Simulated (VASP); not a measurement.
**Sr: single point with PBEsol**

The system is Sr.

```
Sr
1.0
     7.06595    0.00000    0.00000
    -3.53298    6.11929    0.00000
     0.00000    0.00000    3.81663
Sr
3
Direct
  0.00000 0.66578 0.00000
  0.33422 0.33422 0.00000
  0.66578 0.00000 0.00000
```

This isn't the form of Sr at room conditions, which is fcc.

```
Program             : VASP 6.6.1
Task                : single point
Functional          : PBEsol
Potentials or basis : VASP PAW PBE potentials, release 64 (Sr_sv)
Cutoff              : 520 eV
k mesh              : 5 × 5 × 8
Occupations         : gaussian, width 0.1 eV
Spin                : no spin polarisation
```

The pressure is -0.6 GPa. The largest force is 0.013 eV/Å and the band gap on the k mesh is zero (bands 15 and 16 overlap by 0.71 eV).

Forces in eV/Å, atoms in the order of the input:
```
Sr  -0.007  0.012  0.000
Sr  -0.007 -0.012  0.000
Sr   0.013  0.000  0.000
```

Stress tensor (GPa, compression positive):
```
-0.65  0.00  0.00
 0.00 -0.65  0.00
 0.00  0.00 -0.46
```

Levels at points of the mesh, in eV from the Fermi level:
```
           k point  band 11  band 12  band 13  band 14  band 15  band 16  band 17  band 18  band 19  band 20
(0.00, 0.00, 0.00)   -18.44   -18.44    -3.54     0.12     0.12     0.12     0.12     0.26     0.26     0.78
(0.00, 0.00, 0.50)   -18.48   -18.48    -1.38    -0.20     0.47     0.48     0.48     0.49     1.70     1.70
```

Wall time 47 s on 1 thread of Intel(R) Xeon(R) Platinum 8559C (Emerald Rapids) (shared host), peak memory 0.28 GiB.

Caveat: the PAW data sets were made with another functional, which shifts forces and pressure a little.
